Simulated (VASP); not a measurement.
# Pt (P6_3/mmc) in VASP: notebook

Pt is run at these levels: PBE; tasks: single point, relaxation of shape and atoms at fixed volume.

Everything below comes from runs of VASP 6.6.1. Logs are shortened: lines on timing, memory, paths and dates and some standing lists are left out, and cuts for length are marked.

### Step 1. The cell of the first run

The structure is hexagonal, space group P6_3/mmc (No. 194). The conventional cell has a = 2.801 Å, b = 2.801 Å, c = 4.915 Å, α = 90.00°, β = 90.00°, γ = 120.00°. Pt (site symmetry -6m2) has 12 Pt at 2.80 to 2.94 Å within 3.7 Å.

### Step 2. Single point, PBE (volume scaled by 1.06, then relaxed in part)

INCAR

```
SYSTEM = Pt
PREC = Accurate ; ENCUT = 520
EDIFF = 1E-6 ; ISMEAR = 0
SIGMA = 0.1 ; LREAL = .False.
LASPH = .True. ; NELM = 80
ALGO = Normal ; ISIF = 2
LWAVE = .False. ; LCHARG = .False.
GGA = PE ; NBANDS = 17
```

KPOINTS

```
regular mesh
0
Gamma
  18 18 10
  0 0 0
```

POSCAR

```
Pt
1.0
    2.8011951003      0.0000000000      0.0000000000
   -1.4005975502      2.4259061178      0.0000000000
    0.0000000000      0.0000000000      4.9150861171
Pt
2
Direct
    0.6666666667      0.3333333333      0.7500000000
    0.3333333333      0.6666666667      0.2500000000
```

Potentials or basis: VASP PAW PBE potentials, release 64 (Pt).

Launch:

```console
> cat potpaw_PBE.64/Pt/POTCAR > POTCAR
> mpirun -np 1 vasp_std > vasp.out
```

OUTCAR:

```text
SYSTEM = Pt
   PREC = Accurate
   ENCUT = 520
   EDIFF = 1E-6
   ISMEAR = 0
   LREAL = .False.
   LASPH = .True.
   NELM = 80
   ISIF = 2
   GGA = PE

 ion  position               nearest neighbor table
   1  0.667  0.333  0.750-   2 2.94   2 2.94   2 2.94   2 2.94   2 2.94   2 2.94
   2  0.333  0.667  0.250-   1 2.94   1 2.94   1 2.94   1 2.94   1 2.94   1 2.94

  LATTYP: Found a hexagonal cell.
 ALAT       =     2.8011951003
 C/A-ratio  =     1.7546389813

  Lattice vectors:

 A1 = (   2.8011951003,   0.0000000000,   0.0000000000)
 A2 = (  -1.4005975502,   2.4259061178,   0.0000000000)
 A3 = (   0.0000000000,   0.0000000000,   4.9150861171)

Analysis of symmetry for initial positions (statically):
=====================================================================
 Subroutine PRICEL returns:
 Original cell was already a primitive cell.

 Routine SETGRP: Setting up the symmetry group for a
 hexagonal supercell.

 Subroutine GETGRP returns: Found 24 space group operations
 (whereof 12 operations were pure point group operations)
 out of a pool of 24 trial point group operations.

The static configuration has the point symmetry D_3d.
 The point group associated with its full space group is D_6h.

Analysis of symmetry for dynamics (positions and initial velocities):
=====================================================================
 Subroutine PRICEL returns:
 Original cell was already a primitive cell.

 Routine SETGRP: Setting up the symmetry group for a
 hexagonal supercell.

 Subroutine GETGRP returns: Found 24 space group operations
 (whereof 12 operations were pure point group operations)
 out of a pool of 24 trial point group operations.

The dynamic configuration has the point symmetry D_3d.
 The point group associated with its full space group is D_6h.

 Subroutine INISYM returns: Found 24 space group operations
 (whereof 12 operations are pure point group operations),
 and found     1 'primitive' translations

----------------------------------------------------------------------------------------

                                     Primitive cell

  volume of cell :      33.4002

  direct lattice vectors                    reciprocal lattice vectors
     2.801195100  0.000000000  0.000000000     0.356990486  0.206108553  0.000000000
    -1.400597550  2.425906118  0.000000000     0.000000000  0.412217106  0.000000000
     0.000000000  0.000000000  4.915086117     0.000000000  0.000000000  0.203455235

  length of vectors
     2.801195100  2.801195100  4.915086117     0.412217106  0.412217106  0.203455235

  position of ions in fractional coordinates (direct lattice)
     0.666666667  0.333333333  0.750000000
     0.333333333  0.666666667  0.250000000

  ion indices of the primitive-cell ions
   primitive index   ion index
                 1           1
                 2           2

----------------------------------------------------------------------------------------

 KPOINTS: regular mesh

Automatic generation of k-mesh.
 Grid dimensions read from file:
 generate k-points for:   18   18   10

 Generating k-lattice:

  Cartesian coordinates                     Fractional coordinates (reciprocal lattice)
     0.019832805  0.011450475  0.000000000     0.055555556 -0.000000000  0.000000000
     0.000000000  0.022900950  0.000000000     0.000000000  0.055555556  0.000000000
     0.000000000  0.000000000  0.020345523     0.000000000  0.000000000  0.100000000

  Length of vectors
     0.022900950  0.022900950  0.020345523

  Shift w.r.t. Gamma in fractional coordinates (k-lattice)
     0.000000000  0.000000000  0.000000000

 Subroutine IBZKPT returns following result:
 ===========================================

 Found    222 irreducible k-points:

 Following reciprocal coordinates:
            Coordinates               Weight
  0.000000  0.000000  0.000000      1.000000
  0.055556 -0.000000  0.000000      6.000000
  0.111111 -0.000000  0.000000      6.000000
  0.166667 -0.000000  0.000000      6.000000
  0.222222 -0.000000  0.000000      6.000000
  0.277778 -0.000000  0.000000      6.000000
[... 16 lines left out ...]
  0.333333  0.111111  0.000000     12.000000
  0.388889  0.111111  0.000000     12.000000
 [... further k-points ...]
   k-points           NKPTS =    222   k-points in BZ     NKDIM =    222   number of bands    NBANDS=     17
   number of dos      NEDOS =    301   number of ions     NIONS =      2
   total plane-waves  NPLWV =  23040
   dimension x,y,z NGX =    24 NGY =   24 NGZ =   40
   dimension x,y,z NGXF=    48 NGYF=   48 NGZF=   80
   ions per type =               2
   NGX,Y,Z   is equivalent  to a cutoff of  14.24, 14.24, 13.53 a.u.
   NGXF,Y,Z  is equivalent  to a cutoff of  28.49, 28.49, 27.06 a.u.
 SYSTEM =  Pt
   PREC   = accura    normal or accurate (medium, high low for compatibility)
   ISTART =      0    job   : 0-new  1-cont  2-samecut
   ICHARG =      2    charge: 1-file 2-atom 10-const
   ISPIN  =      1    spin polarized calculation?
   LNONCOLLINEAR =      F non collinear calculations
   LSORBIT =      F    spin-orbit coupling
   LASPH  =      T    aspherical Exc in radial PAW
   ENCUT  =  520.0 eV  38.22 Ry    6.18 a.u.   5.21  5.21  9.14*2*pi/ulx,y,z
   NELM   =     80;   NELMIN=  2; NELMDL= -5     # of ELM steps
   EDIFF  = 0.1E-05   stopping-criterion for ELM
   LREAL  =      F    real-space projection
   EDIFFG = 0.1E-04   stopping-criterion for IOM
   NSW    =      0    number of steps for IOM
   IBRION =     -1    ionic relax: 0-MD 1-quasi-New 2-CG
   NFREE  =      0    steps in history (QN), initial steepest desc. (CG)
   ISIF   =      2    stress and relaxation
   ISYM   =      2    0-nonsym 1-usesym 2-fastsym
   POTIM  = 0.5000    time-step for ionic-motion
   TEBEG  =    0.0;   TEEND  =   0.0 temperature during run
   PSTRESS=    0.0 pullay stress
   NELECT =      20.0000    total number of electrons
   NUPDOWN=      -1.0000    fix difference up-down
   EMIN   =  10.00;   EMAX   =-10.00  energy-range for DOS
   EFERMI =   0.00;   METHOD = LEGACY
   ISMEAR =     0;   SIGMA  =   0.10  broadening in eV -4-tet -1-fermi 0-gaus
   EFERMI_NEDOS =   21; number of points for ismear=-14 and -15
   IALGO  =     38    algorithm
   IMIX   =      4    mixing-type and parameters
     AMIX     =   0.40;   BMIX     =  1.00
     AMIX_MAG =   1.60;   BMIX_MAG =  1.00
  volume/ion in A,a.u.               =      16.70       112.70
  Fermi-wavevector in a.u.,A,eV,Ry     =   1.379861  2.607559 25.905715  1.904016
  Thomas-Fermi vector in A             =   2.504791
   LORBIT       =      0    0 simple, 1 ext, 2 COOP (PROOUT), +10 PAW based schemes
   GGA     = PE    functional components
   LHFCALC =     F    Hartree Fock is set to
   AEXX    =    0.0000 exact exchange contribution
   IVDW    =     0    specifies the selected vdW correction
   LEPSILON=     F    determine dielectric tensor
   LRPA    =     F    only Hartree local field effects (RPA)
 non-spin polarized calculation
 Gauss-broadening in eV      SIGMA  =   0.10
  energy-cutoff  :      520.00
  volume of cell :       33.40
 maximum number of plane-waves:       920
 NGX is ok and might be reduce to    24
   NGX = 11   NGY = 11   NGZ = 19

 number of electron      19.9999997 magnetization

 Free energy of the ion-electron system (eV)
  ---------------------------------------------------
  ext. energy  EPLUGINS =         0.00000000
  ---------------------------------------------------
  free energy    TOTEN  =       -12.01150065 eV

  energy without entropy =      -11.99148872  energy(sigma->0) =      -12.00149469

 E-fermi :   9.3763     XC(G=0): -12.8775

 val. band max:        9.3753091298   @ k =   0.3889   0.2222   0.3000
 cond. band min:       9.3809212951   @ k =   0.3889   0.0000   0.4000
 fundamental gap:      0.0056121653
 Fermi energy:         9.3762577067

 k-point     1 :       0.0000    0.0000    0.0000
  band No.  band energies     occupation
      1       0.2839      2.00000
      2       2.8236      2.00000
      3       5.7364      2.00000
      4       6.2569      2.00000
      5       6.2569      2.00000
      6       6.5708      2.00000
[... 9 lines left out ...]
     16      26.6271      0.00000
     17      30.0135      0.00000

 k-point     2 :       0.0556   -0.0000    0.0000
  band No.  band energies     occupation
      1       0.3916      2.00000
      2       2.9236      2.00000
      3       5.7398      2.00000
      4       6.2400      2.00000
      5       6.3369      2.00000
      6       6.5191      2.00000
[... 9 lines left out ...]
     16      26.7463      0.00000
     17      29.3113      0.00000

 k-point     3 :       0.1111   -0.0000    0.0000
  band No.  band energies     occupation
      1       0.7073      2.00000
      2       3.2065      2.00000
      3       5.6930      2.00000
      4       6.2327      2.00000
      5       6.4201      2.00000
      6       6.5726      2.00000
[... 9 lines left out ...]
     16      26.7817      0.00000
     17      28.2884      0.00000

 k-point     4 :       0.1667   -0.0000    0.0000
  band No.  band energies     occupation
      1       1.2056      2.00000
      2       3.6057      2.00000
      3       5.5725      2.00000
      4       6.0930      2.00000
      5       6.3988      2.00000
      6       6.5721      2.00000
[... 9 lines left out ...]
     16      26.8312      0.00000
     17      26.9723      0.00000
[... 343 lines left out ...]
      1       3.3672      2.00000
      2       4.1876      2.00000
      3       4.7988      2.00000
      4       5.6536      2.00000
      5       6.2089      2.00000
      6       6.3679      2.00000
[... 9 lines left out ...]
     16      24.3181      0.00000
     17      24.6237      0.00000

 k-point    23 :       0.3333    0.1111    0.0000
  band No.  band energies     occupation
      1       3.6912      2.00000
      2       4.0059      2.00000
      3       4.5272      2.00000
      4       6.0333      2.00000
      5       6.2883      2.00000
      6       6.5833      2.00000
[... 9 lines left out ...]
     16      22.6660      0.00000
     17      23.5507      0.00000

 k-point    24 :       0.3889    0.1111    0.0000
  band No.  band energies     occupation
      1       3.7980      2.00000
      2       3.8862      2.00000
      3       4.3621      2.00000
      4       6.2782      2.00000
      5       6.4691      2.00000
      6       6.5591      2.00000
[... 9 lines left out ...]
     16      21.2822      0.00000
     17      22.9002      0.00000

 [... further k-points ...]
[... 5 lines left out ...]
  --------------------------------------------------------------------------------------
  -------------------------------------------------------------------------------------
  Total       -2.5391997     -2.5391997     -2.5859531      0.0000000      0.0000000      0.0000000
  in kB     -121.8032751   -121.8032751   -124.0459931      0.0000000      0.0000000      0.0000000
  external PRESSURE =    -122.5508478 kB  Pullay stress =       0.0000000 kB

 VOLUME and BASIS-vectors are now :
 -----------------------------------------------------------------------------
  energy-cutoff  :      520.00
  volume of cell :       33.40
      direct lattice vectors                 reciprocal lattice vectors
     2.801195100  0.000000000  0.000000000     0.356990486  0.206108553  0.000000000
    -1.400597550  2.425906118  0.000000000     0.000000000  0.412217106  0.000000000
     0.000000000  0.000000000  4.915086117     0.000000000  0.000000000  0.203455235

 POSITION                                       TOTAL-FORCE (eV/Angst)
 -----------------------------------------------------------------------------------
      1.40060      0.80864      3.68631         0.000000     -0.000000      0.000000
     -0.00000      1.61727      1.22877        -0.000000      0.000000      0.000000
 -----------------------------------------------------------------------------------
    total drift:                               -0.000000      0.000000     -0.000000

  FREE ENERGIE OF THE ION-ELECTRON SYSTEM (eV)
  ---------------------------------------------------
  free  energy   TOTEN  =       -12.0115006506 eV

  energy  without entropy=      -11.9914887206  energy(sigma->0) =      -12.00149469
```

Wall time 30 s (1 thread of Intel Xeon 6975P-C (Granite Rapids), shared host); peak memory 0.24 GiB.

What came out:

```yaml
Free_energy: -12.0115 eV
Pressure: -12.3 GPa
Band_gap_on_the_k_mesh: zero (band 10 reaches 9.85 eV, above the bottom of band 11 at 8.68 eV)
```

Caveat: the cell differs from its parent crystal (volume scaled by 1.06, then relaxed in part); spin-orbit coupling is left out, which moves the levels of the heavy elements.

### Step 3. Single point, PBE (volume scaled by 1.10, then relaxed in part)

INCAR

```
ALGO = Fast
EDIFF = 1E-7
ENCUT = 520
GGA = PE
ISIF = 2
ISMEAR = 0
LASPH = T
LCHARG = F
LREAL = F
LWAVE = F
NBANDS = 17
NELM = 80
PREC = Accurate
SIGMA = 0.1
```

KPOINTS

```
k-points
0
Gamma
  18 18 10
```

POSCAR

```
Pt
1.0
    2.8265360761      0.0000000000      0.0000000000
   -1.4132680381      2.4478520466      0.0000000000
    0.0000000000      0.0000000000      5.0095140809
Pt
2
Direct
    0.6666666667      0.3333333333      0.7500000000
    0.3333333333      0.6666666667      0.2500000000
```

Potentials or basis: VASP PAW PBE potentials, release 64 (Pt).

Launch:

```console
> cat potpaw_PBE.64/Pt/POTCAR > POTCAR
> mpirun -np 1 vasp_std > vasp.out
```

Run time: 44 s. Hardware: 1 thread of Intel Xeon 6975P-C (Granite Rapids), shared host; peak memory 0.23 GiB.

Results (log left out):

```
Free energy            : -11.8933 eV
Pressure               : -17.7 GPa
Band gap on the k mesh : zero (band 10 reaches 9.22 eV, above the bottom of band 11 at 8.11 eV)
```

Stress tensor (GPa, compression positive):
```
-17.68   0.00   0.00
  0.00 -17.68   0.00
  0.00   0.00 -17.81
```

Levels at points of the mesh, in eV from the Fermi level:
```tsv
k point	band 8	band 9	band 10	band 11	band 12	band 13
(0.00, 0.00, 0.00)	-1.40	-1.40	-0.40	-0.17	-0.17	3.89
(0.50, 0.00, 0.00)	-0.05	0.32	0.47	2.17	3.52	6.79
(0.00, 0.00, 0.50)	-2.92	-0.64	-0.64	-0.64	-0.64	10.83
(0.50, 0.00, 0.50)	-0.64	0.40	0.40	1.79	1.79	5.90
```

Caveat: the cell differs from its parent crystal (volume scaled by 1.10, then relaxed in part); spin-orbit coupling is left out, which moves the levels of the heavy elements.

### Step 4. Single point, PBE

This run uses another cell than the first one, of 15.75 Å³/atom, 0.943 times its volume.

INCAR

```
SYSTEM = Pt
  PREC = Accurate
  ENCUT = 520
  EDIFF = 1E-6
  ISMEAR = 0
  SIGMA = 0.1
  LREAL = .False.
  LASPH = .True.
  NELM = 80
  ALGO = Normal
  ISIF = 2
  LWAVE = .False.
  LCHARG = .True.
  GGA = PE
  LELF = .True.
  LVHAR = .True.
  NBANDS = 17
```

KPOINTS

```
regular mesh
0
Gamma
  18 18 10
  0 0 0
```

POSCAR

```
Pt
1.0
    2.7585396159      0.0000000000      0.0000000000
   -1.3792698080      2.3889653847      0.0000000000
    0.0000000000      0.0000000000      4.7813829948
Pt
2
Direct
    0.6666666667      0.3333333333      0.7500000000
    0.3333333333      0.6666666667      0.2500000000
```

Launch:

```console
> cat potpaw_PBE.64/Pt/POTCAR > POTCAR
> mpirun -np 1 vasp_std > vasp.out
```

It took 86 s on 1 thread of AMD EPYC 7R13 (Zen 3), shared host; peak memory 0.2 GiB.

The run converged. Its results:

```yaml
Free_energy: -12.0898 eV
Pressure: -0.5 GPa
Band_gap_on_the_k_mesh: zero (band 10 reaches 10.91 eV, above the bottom of band 11 at 9.62 eV)
```

Stress tensor (GPa, compression positive):
```
-0.43  0.00  0.00
 0.00 -0.43  0.00
 0.00  0.00 -0.62
```

Levels at points of the mesh, in eV from the Fermi level:
| k point | band 6 | band 7 | band 8 | band 9 | band 10 | band 11 | band 12 | band 13 | band 14 | band 15 |
| --- | --- | --- | --- | --- | --- | --- | --- | --- | --- | --- |
| (0.00, 0.00, 0.00) | -3.06 | -3.06 | -1.80 | -1.80 | -0.70 | -0.22 | -0.22 | 4.72 | 15.12 | 15.72 |
| (0.50, 0.00, 0.00) | -2.92 | -2.59 | 0.01 | 0.29 | 0.49 | 2.28 | 3.75 | 7.29 | 8.86 | 9.55 |
| (0.00, 0.00, 0.50) | -3.42 | -3.42 | -3.42 | -0.79 | -0.79 | -0.79 | -0.79 | 11.97 | 11.97 | 15.55 |
| (0.50, 0.00, 0.50) | -1.80 | -0.84 | -0.84 | 0.41 | 0.41 | 1.71 | 1.71 | 6.48 | 6.48 | 14.17 |

Caveat: spin-orbit coupling is left out, which moves the levels of the heavy elements.

### Step 5. Relaxation of shape and atoms at fixed volume, PBE (volume scaled by 0.88)

INCAR

```
SYSTEM = Pt
ALGO = Normal
EDIFF = 1E-6
EDIFFG = -0.01
ENCUT = 600
GGA = PE
IBRION = 2
ISIF = 4
ISMEAR = 0
LASPH = .TRUE.
LCHARG = .FALSE.
LREAL = .FALSE.
LWAVE = .FALSE.
NELM = 100
NSW = 50
PREC = Accurate
SIGMA = 0.1
```

KPOINTS

```
k-points
0
G
  18 18 10
  0 0 0
```

POSCAR

```
Pt
1.0
    2.6546474338      0.0000000000      0.0000000000
   -1.3273237169      2.2989921158      0.0000000000
    0.0000000000      0.0000000000      4.5433997946
Pt
2
Direct
    0.6666666667      0.3333333333      0.7500000000
    0.3333333333      0.6666666667      0.2500000000
```

Launch:

```console
> cat potpaw_PBE.64/Pt/POTCAR > POTCAR
> mpirun -np 1 vasp_std > vasp.out
```

Wall time 47 s (1 thread of Intel Xeon 6975P-C (Granite Rapids), shared host); peak memory 0.23 GiB.

The run converged. Its results:

| Quantity | Value |
| --- | --- |
| Free energy | -11.6512 eV |
| Energy gained by relaxing | 0.1 meV/atom |
| Ionic steps | 3 |
| Pressure after relaxing | 43.1 GPa |
| Band gap on the k mesh | zero (band 10 reaches 13.51 eV, above the bottom of band 11 at 11.93 eV) |

Step by step:
```
step  energy change (eV)  largest force (eV/Å)  pressure (GPa)  volume (Å³)
   1              0.0000                0.0000           43.19        27.73
   2             -0.0002                0.0000           43.07        27.73
   3             -0.0002                0.0000           43.11        27.73
```

Final structure:
```
Pt
1.0
     2.65772    0.00000    0.00000
    -1.32886    2.30165    0.00000
     0.00000    0.00000    4.53292
Pt
2
Direct
  0.66667 0.33333 0.75000
  0.33333 0.66667 0.25000
```

Levels at points of the mesh, in eV from the Fermi level:
```tsv
k point	band 6	band 7	band 8	band 9	band 10	band 11	band 12	band 13	band 14
(0.00, 0.00, 0.00)	-3.72	-3.72	-2.38	-2.38	-1.17	-0.29	-0.29	5.84	14.72
(0.50, 0.00, 0.00)	-3.55	-3.34	0.09	0.29	0.58	2.52	4.17	7.99	9.64
(0.00, 0.00, 0.50)	-4.22	-4.22	-4.22	-1.00	-1.00	-1.00	-1.00	13.09	13.09
(0.50, 0.00, 0.50)	-2.33	-1.19	-1.19	0.46	0.46	1.69	1.69	7.43	7.43
```

Caveat: the cell differs from its parent crystal (volume scaled by 0.88); spin-orbit coupling is left out, which moves the levels of the heavy elements.

### Step 6. The runs side by side

| task | cell | cutoff (eV) | gap on the mesh (eV) | pressure (GPa) |
| --- | --- | --- | --- | --- |
| single point | a = 2.801, b = 2.801, c = 4.915 Å, angles 90.0, 90.0, 120.0°, 2 atoms | 520 | none | -12.3 |
| single point | a = 2.827, b = 2.827, c = 5.010 Å, angles 90.0, 90.0, 120.0°, 2 atoms | 520 | none | -17.7 |
| single point | a = 2.759, b = 2.759, c = 4.781 Å, angles 90.0, 90.0, 120.0°, 2 atoms | 520 | none | -0.5 |
| relaxation of shape and atoms at fixed volume | relaxed from a = 2.655, b = 2.655, c = 4.543 Å, angles 90.0, 90.0, 120.0°, 2 atoms | 600 | none | 43.1 |

Alike in all rows: level PBE; potentials or basis VASP PAW PBE potentials, release 64 (Pt); no spin polarisation; k mesh 18 × 18 × 10; smearing gaussian 0.1 eV.

Caveats: spin-orbit coupling is left out, which moves the levels of the heavy elements.

Total energies depend on the potentials used, so only differences within one code and one set of settings carry meaning.
